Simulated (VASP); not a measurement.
The system is Hg3P2.

```
Hg P
1.0
     4.29663    0.00000    0.00000
     0.00000    4.29663    0.00000
     0.00000    0.00000    6.51141
Hg P
3 2
Cartesian
  0.0000 0.0000 1.5929
  0.0000 0.0000 4.9185
  2.1483 2.1483 3.2557
  2.1483 2.1483 1.1997
  2.1483 2.1483 5.3117
```

The cell was built from a structure type or drawn by symmetry, and may not be a known phase.

* Program: VASP 6.6.1
* Task: relaxation of cell and atoms
* Functional: PBE
* Potentials or basis: VASP PAW PBE potentials, release 64 (Hg, P)
* Cutoff: 600 eV
* k mesh: 4 × 4 × 4
* Occupations: gaussian, width 0.1 eV
* Spin: no spin polarisation

At the start: pressure 13.7 GPa; volume 24.04 Å³/atom.

**Question.** How do energy, volume and symmetry change on relaxing?

**Answer.** Over 46 steps the energy falls by 780.5 meV/atom and the volume is 27.43 Å³/atom (+14.1 %); space group P4/mmm (No. 123, to 0.1 Å) before and after.

The path:
| step | energy change (eV) | largest force (eV/Å) | pressure (GPa) | volume (Å³) |
| --- | --- | --- | --- | --- |
| 1 | 0.0000 | 7.6920 | 13.74 | 120.21 |
| 3 | -2.9388 | 0.7151 | -3.96 | 138.98 |
| 5 | -3.3239 | 0.7611 | 0.31 | 121.40 |
| 7 | -3.4888 | 0.3912 | 1.48 | 114.39 |
| 9 | -3.5355 | 0.5354 | 0.65 | 116.87 |
| 11 | -3.6596 | 0.7377 | -1.03 | 124.08 |
| 13 | -3.6009 | 2.4057 | 1.59 | 128.01 |
| 15 | -3.7360 | 0.3267 | -0.10 | 125.98 |
| 17 | -3.7482 | 0.1986 | 0.86 | 127.10 |
| 19 | -3.7726 | 0.2241 | 0.03 | 127.50 |
| 21 | -3.7856 | 0.4580 | -0.61 | 129.52 |
| 23 | -3.8168 | 0.4622 | -0.75 | 130.87 |
| 25 | -3.8037 | 0.1350 | -1.04 | 136.15 |
| 27 | -3.8463 | 0.2132 | -0.84 | 133.91 |
| 29 | -3.8662 | 0.2011 | 0.34 | 131.04 |
| 31 | -3.8784 | 0.1151 | 0.62 | 130.34 |
| 33 | -3.8874 | 0.2459 | 0.03 | 132.84 |
| 35 | -3.8887 | 0.3092 | -0.16 | 134.06 |
| 37 | -3.8949 | 0.0716 | -0.09 | 135.60 |
| 39 | -3.8986 | 0.0933 | 0.06 | 136.33 |
| 41 | -3.9001 | 0.1195 | -0.12 | 136.94 |
| 43 | -3.9015 | 0.1083 | -0.08 | 137.10 |
| 45 | -3.9026 | 0.0485 | 0.01 | 137.24 |
| 46 | -3.9027 | 0.0211 | -0.01 | 137.17 |

Final structure:
```
CELL_PARAMETERS angstrom
3.90842 0.00000 0.00000
0.00000 3.90842 0.00000
0.00000 0.00000 8.97988
ATOMIC_POSITIONS crystal
Hg 0.00000 0.00000 0.16953
Hg 0.00000 0.00000 0.83047
Hg 0.50000 0.50000 0.50000
P 0.50000 0.50000 0.11993
P 0.50000 0.50000 0.88007
```

Caveat: the k points lie up to 0.40 Å⁻¹ apart in the final cell, too coarse for converged energies and pressures of a metal; a cell axis changed by over 15 % at a fixed basis, so the end point is rough.
